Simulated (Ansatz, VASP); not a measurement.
Ga2O3: VASP beside Ansatz

```xyz
10
Lattice="2.5290 1.4601 4.5413 -2.5290 1.4601 4.5413 0.0000 -2.9202 4.5413" Properties=species:S:1:pos:R:3 pbc="T T T"
Ga    0.0000    0.0000   11.6600
Ga    0.0000    0.0000    8.7760
Ga    0.0000    0.0000    1.9640
Ga    0.0000    0.0000    4.8480
O    -0.9959   -1.4601    5.6767
O     1.7625   -0.1325    5.6767
O    -0.7665    1.5926    5.6767
O     0.9959    1.4601    7.9473
O    -1.7625    0.1325    7.9473
O     0.7665   -1.5926    7.9473
```

Alike in both runs: functional PBE; k mesh 6 × 6 × 6; occupations gaussian, width 0.02 eV; no spin polarisation.

Ansatz relaxed the structure, and its values are those at the end. VASP's run is a single point on that final structure, the one shown.

|  | VASP | Ansatz |
| --- | --- | --- |
| version | VASP 6.6.1 | Ansatz 0.2.0 |
| potentials or method | VASP PAW PBE potentials, release 64 (Ga_d, O), cutoff 520 eV | scalar-relativistic, plane waves, PAW |
| valence electrons in the cell | 88 | 88 |

```csv
,VASP,Ansatz,Ansatz less VASP
gap on the k mesh at the Fermi level (eV),2.39,2.40,+0.014
least direct gap on the mesh (eV),2.62,2.64,+0.013
pressure (GPa),0.9,0.0,-0.88
rms of the force components (eV/Å),0.004,0.000,-0.0040
```
